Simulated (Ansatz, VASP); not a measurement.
**Na: VASP beside Ansatz**

The input INCAR:

```
PREC = Accurate
ENCUT = 520
EDIFF = 1E-6
ISMEAR = -1
SIGMA = 0.05
LREAL = False
LASPH = True
NELM = 80
ALGO = Normal
ISIF = 2
LWAVE = False
LCHARG = False
NBANDS = 10
```

Contents of KPOINTS:

```
Automatic mesh
0
Gamma
  12 12 12
```

The input POSCAR:

```
Na
1.0
    2.8960003197      0.0000000000      0.0000000000
    0.0000000000      2.8960003197      0.0000000000
    0.0000000000      0.0000000000      2.8960003197
Na
1
Direct
    0.0000000000      0.0000000000      0.0000000000
```

Input for Ansatz:

```yaml
crystal:
  lattice:
    - [2.8960003197, 0.0, 0.0]
    - [0.0, 2.8960003197, 0.0]
    - [0.0, 0.0, 2.8960003197]
  atoms:
    - { symbol: Na, position: [0.0, 0.0, 0.0] }
kpoints:
  mp_grid: { grid: [12, 12, 12] }
scf:
  occupations: { method: fermi_dirac, width: 0.05 }
hamiltonian:
  xc: lda
  pseudopotentials: { kind: all_electron, lapw: { basis_error: 0.001 } }
output:
  forces: true
  stress: true
  eigenvalues: true
  populations: true
```

Change from the starting cell: volume scaled by 0.68, LAPW.

Alike in both runs: task single point; functional LDA; k mesh 12 × 12 × 12; occupations fermi-dirac, width 0.05 eV; no spin polarisation.

```csv
,VASP,Ansatz
version,VASP 6.6.1,Ansatz 0.2.0
potentials or method,"VASP PAW LDA potentials, release 64 (Na_pv), cutoff 520 eV","all-electron LAPW, scalar-relativistic"
```

|  | VASP | Ansatz | Ansatz less VASP |
| --- | --- | --- | --- |
| pressure (GPa) | 5.7 | 5.8 | +0.10 |

LDA's correlation is that of Perdew and Zunger in VASP and of Perdew and Wang (1992) in Ansatz. Ansatz ran all-electron here, and VASP with PAW potentials.
